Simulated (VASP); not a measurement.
Set up this calculation in VASP 6.6.1, as the native input.

```yaml
Task: single point
Functional: r2SCAN
Potentials_or_basis: VASP PAW PBE potentials, release 64 (Cu)
Cutoff: 520 eV
k_mesh: 15 × 15 × 15
Occupations: fermi-dirac, width 0.2 eV
Spin: no spin polarisation
Dipole_correction: no
Further_INCAR_settings: ALGO = Normal; EDIFF = 1e-06; NBANDS = 12
```

Cu:

```
Cu
1.0
     0.00000    1.78813    1.78813
     1.78813    0.00000    1.78813
     1.78813    1.78813    0.00000
Cu
1
Cartesian
  0.0000 0.0000 0.0000
```

The input as run:

POSCAR

```
Cu
1.0
    0.0000000000      1.7881324402      1.7881324402
    1.7881324402      0.0000000000      1.7881324402
    1.7881324402      1.7881324402      0.0000000000
Cu
1
Direct
    0.0000000000      0.0000000000      0.0000000000
```

INCAR.step1

```
SYSTEM = Cu
  PREC = Accurate
  ENCUT = 520
  ISMEAR = -1
  SIGMA = 0.2
  LREAL = .False.
  LASPH = .True.
  NELM = 60
  NBANDS = 12
  GGA = PE
  ALGO = Normal
  EDIFF = 1E-4
  LWAVE = .True.
  LCHARG = .False.
```

INCAR.step2

```
SYSTEM = Cu
  PREC = Accurate
  ENCUT = 520
  EDIFF = 1E-6
  ISMEAR = -1
  SIGMA = 0.2
  LREAL = .False.
  LASPH = .True.
  NELM = 60
  ALGO = Normal
  ISIF = 2
  LWAVE = .False.
  LCHARG = .False.
  METAGGA = R2SCAN
  LMIXTAU = .True.
  NBANDS = 12
  ISTART = 1
```

KPOINTS

```
regular mesh
0
Gamma
  15 15 15
  0 0 0
```

Potentials or basis: VASP PAW PBE potentials, release 64 (Cu).

Launch:

```console
$ cat potpaw_PBE.64/Cu/POTCAR > POTCAR
$ cp INCAR.step1 INCAR
$ mpirun -np 1 vasp_std > vasp.out
$ cp INCAR.step2 INCAR
$ mpirun -np 1 vasp_std > vasp.out
```

It gave:

| Property | Result |
| --- | --- |
| Pressure | 0.6 GPa |

Caveat: the PAW data sets were made with another functional, which shifts forces and pressure a little.

It took 41 s on 1 thread of Intel(R) Xeon(R) Platinum 8488C (Sapphire Rapids), with other jobs on the host, peak memory 0.13 GiB.
